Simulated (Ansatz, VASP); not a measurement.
KZnF3 in VASP and in Ansatz

```
K Zn F
1.0
     4.04617    0.00000    0.00000
     0.00000    4.04617    0.00000
     0.00000    0.00000    4.04617
K Zn F
1 1 3
Cartesian
  0.0000 0.0000 0.0000
  2.0231 2.0231 2.0231
  2.0231 2.0231 0.0000
  0.0000 2.0231 2.0231
  2.0231 0.0000 2.0231
```

Alike in both runs: task single point; functional r2SCAN; k mesh 6 × 6 × 6; no spin polarisation.

```csv
,VASP,Ansatz
version,VASP 6.6.1,Ansatz 0.2.0
potentials or method,"VASP PAW PBE potentials, release 64 (K_sv, Zn, F)","plane waves, PAW"
plane-wave cutoff (eV),520,500
occupations,"gaussian, width 0.01 eV",fixed
valence electrons in the cell,42,42
```

|  | VASP | Ansatz | Ansatz less VASP |
| --- | --- | --- | --- |
| gap on the k mesh at the Fermi level (eV) | 4.59 | 4.64 | +0.052 |
| pressure (GPa) | 0.3 | 0.0 | -0.28 |

VASP's potentials were made for PBE, not for r2SCAN.
